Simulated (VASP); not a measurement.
# In3SbAs2 (P3m1) in VASP: relaxation of shape and atoms at fixed volume with PBE

Aim: the relaxation of shape and atoms at fixed volume of In3SbAs2 with PBE.

Program: VASP 6.6.1. These are calculated values, not measurements. Logs are shortened: lines on timing, memory, paths and dates and some standing lists are left out, and cuts for length are marked.

**1. The cell of the first run**

It takes space group P3m1 (No. 156, trigonal). The conventional cell has a = 4.436 Å, b = 4.436 Å, c = 10.880 Å, α = 90.00°, β = 90.00°, γ = 120.00°. Within 3.5 Å of In (site symmetry 3m) lie 4 As at 2.66 to 2.69 Å. Within 3.6 Å of In (site symmetry 3m) lie 3 As at 2.69 Å and 1 Sb at 2.84 Å. Within 3.5 Å of In (site symmetry 3m) lie 1 As at 2.65 Å and 3 Sb at 2.78 Å. Sb (site symmetry 3m) has 4 In at 2.78 to 2.84 Å within 3.7 Å. Within 3.5 Å of As (site symmetry 3m) lie 4 In at 2.66 to 2.69 Å. Within 3.5 Å of As (site symmetry 3m) lie 4 In at 2.65 to 2.69 Å.

**2. Relaxation of shape and atoms at fixed volume, PBE (30.90 Å³/atom)**

The input, INCAR:

```
SYSTEM = In3SbAs2
ALGO = Normal
EDIFF = 1E-6
EDIFFG = -0.01
ENCUT = 600
GGA = PE
IBRION = 2
ISIF = 4
ISMEAR = 0
LASPH = .TRUE.
LCHARG = .FALSE.
LREAL = .FALSE.
LWAVE = .FALSE.
NELM = 80
NSW = 50
PREC = Accurate
SIGMA = 0.1
```

The input, KPOINTS:

```
k-points
0
G
  12 12 4
  0 0 0
```

The input, POSCAR:

```
In3SbAs2
1.0
    4.4357395115     -0.0000000286      0.0000000000
   -2.2178697310      3.8414631158      0.0000000000
    0.0000000000      0.0000000000     10.8800964393
In Sb As
3 1 2
Direct
    0.0000000000      0.0000000000      0.0002480000
    0.3333333333      0.6666666667      0.6789540000
    0.6666666667      0.3333333333      0.3199500000
    0.3333333333      0.6666666667      0.4182060000
    0.0000000000      0.0000000000      0.7558660000
    0.6666666667      0.3333333333      0.0767750000
```

Potentials or basis: VASP PAW PBE potentials, release 64 (In_d, Sb, As).

The run is started by

```sh
$ cat potpaw_PBE.64/In_d/POTCAR potpaw_PBE.64/Sb/POTCAR potpaw_PBE.64/As/POTCAR > POTCAR
$ mpirun -np 1 vasp_std > vasp.out
```

OUTCAR:

```text
SYSTEM = In3SbAs2
   EDIFF = 1E-6
   EDIFFG = -0.01
   ENCUT = 600
   GGA = PE
   IBRION = 2
   ISIF = 4
   ISMEAR = 0
   LASPH = .TRUE.
   LREAL = .FALSE.
   NELM = 80
   NSW = 50
   PREC = Accurate

 ion  position               nearest neighbor table
   1  0.000  0.000  0.000-   5 2.66   6 2.69   6 2.69   6 2.69
   2  0.333  0.667  0.679-   5 2.69   5 2.69   5 2.69   4 2.84
   3  0.667  0.333  0.320-   6 2.65   4 2.78   4 2.78   4 2.78
   4  0.333  0.667  0.418-   3 2.78   3 2.78   3 2.78   2 2.84
   5  0.000  0.000  0.756-   1 2.66   2 2.69   2 2.69   2 2.69
   6  0.667  0.333  0.077-   3 2.65   1 2.69   1 2.69   1 2.69

  LATTYP: Found a hexagonal cell.
 ALAT       =     4.4357395115
 C/A-ratio  =     2.4528258278

  Lattice vectors:

 A1 = (   4.4357395115,  -0.0000000286,   0.0000000000)
 A2 = (  -2.2178697310,   3.8414631158,   0.0000000000)
 A3 = (   0.0000000000,   0.0000000000,  10.8800964393)

Analysis of symmetry for initial positions (statically):
=====================================================================
 Subroutine PRICEL returns:
 Original cell was already a primitive cell.

 Routine SETGRP: Setting up the symmetry group for a
 hexagonal supercell.

 Subroutine GETGRP returns: Found  6 space group operations
 (whereof  6 operations were pure point group operations)
 out of a pool of 24 trial point group operations.

The static configuration has the point symmetry C_3v.

Analysis of symmetry for dynamics (positions and initial velocities):
=====================================================================
 Subroutine PRICEL returns:
 Original cell was already a primitive cell.

 Routine SETGRP: Setting up the symmetry group for a
 hexagonal supercell.

 Subroutine GETGRP returns: Found  6 space group operations
 (whereof  6 operations were pure point group operations)
 out of a pool of 24 trial point group operations.

The dynamic configuration has the point symmetry C_3v.

 Subroutine INISYM returns: Found  6 space group operations
 (whereof  6 operations are pure point group operations),
 and found     1 'primitive' translations

----------------------------------------------------------------------------------------

                                     Primitive cell

  volume of cell :     185.3939

  direct lattice vectors                    reciprocal lattice vectors
     4.435739511 -0.000000029  0.000000000     0.225441553  0.130158739  0.000000000
[... 97 lines left out ...]
   NSW    =     50    number of steps for IOM
   IBRION =      2    ionic relax: 0-MD 1-quasi-New 2-CG
   NFREE  =      1    steps in history (QN), initial steepest desc. (CG)
   ISIF   =      4    stress and relaxation
   ISYM   =      2    0-nonsym 1-usesym 2-fastsym
   POTIM  = 0.5000    time-step for ionic-motion
   TEBEG  =    0.0;   TEEND  =   0.0 temperature during run
   PSTRESS=    0.0 pullay stress
   NELECT =      54.0000    total number of electrons
   NUPDOWN=      -1.0000    fix difference up-down
   EMIN   =  10.00;   EMAX   =-10.00  energy-range for DOS
   EFERMI =   0.00;   METHOD = LEGACY
   ISMEAR =     0;   SIGMA  =   0.10  broadening in eV -4-tet -1-fermi 0-gaus
   EFERMI_NEDOS =   21; number of points for ismear=-14 and -15
   IALGO  =     38    algorithm
   IMIX   =      4    mixing-type and parameters
     AMIX     =   0.40;   BMIX     =  1.00
     AMIX_MAG =   1.60;   BMIX_MAG =  1.00
  volume/ion in A,a.u.               =      30.90       208.52
  Fermi-wavevector in a.u.,A,eV,Ry     =   1.085195  2.050720 16.022863  1.177647
  Thomas-Fermi vector in A             =   2.221302
   LORBIT       =      0    0 simple, 1 ext, 2 COOP (PROOUT), +10 PAW based schemes
   GGA     = PE    functional components
   LHFCALC =     F    Hartree Fock is set to
   AEXX    =    0.0000 exact exchange contribution
   IVDW    =     0    specifies the selected vdW correction
   LEPSILON=     F    determine dielectric tensor
   LRPA    =     F    only Hartree local field effects (RPA)
 conjugate gradient relaxation of ions
 non-spin polarized calculation
 Gauss-broadening in eV      SIGMA  =   0.10
  energy-cutoff  :      600.00
  volume of cell :      185.39
 maximum number of plane-waves:      6237
   NGX = 17   NGY = 17   NGZ = 43

--------------------------------------- Ionic step        1  -------------------------------------------

 number of electron      54.0000015 magnetization

 Free energy of the ion-electron system (eV)
  ---------------------------------------------------
  ext. energy  EPLUGINS =         0.00000000
  ---------------------------------------------------
  free energy    TOTEN  =       -22.23668451 eV

  energy without entropy =      -22.23607736  energy(sigma->0) =      -22.23638093

------------------------ aborting loop because EDIFF is reached ----------------------------------------

  FORCE on cell =-STRESS in cart. coord.  units (eV):
  Direction    XX          YY          ZZ          XY          YZ          ZX
  --------------------------------------------------------------------------------------
  -------------------------------------------------------------------------------------
  Total        1.6845804      1.6845804      1.7356918     -0.0000000     -0.0000000      0.0000000
  in kB       14.5581728     14.5581728     14.9998786     -0.0000000     -0.0000000      0.0000000
  external PRESSURE =      14.7054081 kB  Pullay stress =       0.0000000 kB
[... 107 lines left out ...]
--------------------------------------- Ionic step        4  -------------------------------------------

 number of electron      54.0000016 magnetization

 Free energy of the ion-electron system (eV)
  ---------------------------------------------------
  ext. energy  EPLUGINS =         0.00000000
  ---------------------------------------------------
  free energy    TOTEN  =       -22.23683714 eV

  energy without entropy =      -22.23619905  energy(sigma->0) =      -22.23651810

 E-fermi :   4.6581     XC(G=0):  -8.7821

 val. band max:        4.6181848349   @ k =   0.0000   0.0000   0.0000
 cond. band min:       4.7470510384   @ k =   0.0000   0.0000   0.2500
 fundamental gap:      0.1288662035
 Fermi energy:         4.6580802828

 k-point     1 :       0.0000    0.0000    0.0000
  band No.  band energies     occupation
      1     -10.1955      2.00000
      2     -10.1448      2.00000
      3     -10.1182      2.00000
      4     -10.1182      2.00000
      5     -10.0939      2.00000
      6     -10.0939      2.00000
[... 829 lines left out ...]
     31       7.2141      0.00000
     32       8.2283      0.00000

 [... further k-points ...]
[... 5 lines left out ...]
  --------------------------------------------------------------------------------------
  -------------------------------------------------------------------------------------
  Total        1.6942883      1.6942883      1.7024527     -0.0000000     -0.0000000     -0.0000000
  in kB       14.6420693     14.6420693     14.7126255     -0.0000000     -0.0000000     -0.0000000
  external PRESSURE =      14.6655881 kB  Pullay stress =       0.0000000 kB
[... 21 lines left out ...]
  FREE ENERGIE OF THE ION-ELECTRON SYSTEM (eV)
  ---------------------------------------------------
  free  energy   TOTEN  =       -22.2368371442 eV

  energy  without entropy=      -22.2361990472  energy(sigma->0) =      -22.23651810

 reached required accuracy - stopping structural energy minimisation
```

Wall time 14 min (1 thread of Intel Xeon Platinum 8488C (Sapphire Rapids), shared host); peak memory 0.7 GiB.

Results:

- Free energy: -22.2368 eV
- Energy gained by relaxing: 0.0 meV/atom
- Ionic steps: 4
- Pressure after relaxing: 1.5 GPa
- Largest force after relaxing: 0.008 eV/Å
- Band gap on the k mesh: zero (filled and empty bands touch)

Forces in eV/Å, atoms in the order of the input:
```
In   0.000  0.000 -0.005
In   0.000  0.000  0.008
In   0.000  0.000  0.001
Sb   0.000  0.000  0.000
As   0.000  0.000  0.001
As   0.000  0.000 -0.004
```

The path:
```
step  energy change (eV)  largest force (eV/Å)  pressure (GPa)  volume (Å³)
   1              0.0000                0.0375            1.47       185.39
   2             -0.0001                0.0215            1.47       185.39
   3             -0.0001                0.0134            1.46       185.39
   4             -0.0002                0.0083            1.47       185.39
```

Final structure:
```yaml
crystal:
  lattice:
    - [4.43533, 0.00000, 0.00000]
    - [-2.21766, 3.84111, 0.00000]
    - [0.00000, 0.00000, 10.88211]
  atoms:
    - { symbol: In, position: [0.00000, 0.00000, 0.00039] }
    - { symbol: In, position: [0.33333, 0.66667, 0.67893] }
    - { symbol: In, position: [0.66667, 0.33333, 0.31986] }
    - { symbol: Sb, position: [0.33333, 0.66667, 0.41855] }
    - { symbol: As, position: [0.00000, 0.00000, 0.75570] }
    - { symbol: As, position: [0.66667, 0.33333, 0.07656] }
```

Caveat: semilocal functionals underestimate gaps, and a narrow one can read as zero; spin-orbit coupling is left out, which moves the levels of the heavy elements.

The gap in the log of VASP goes by the Fermi energy; the results here count the filled bands.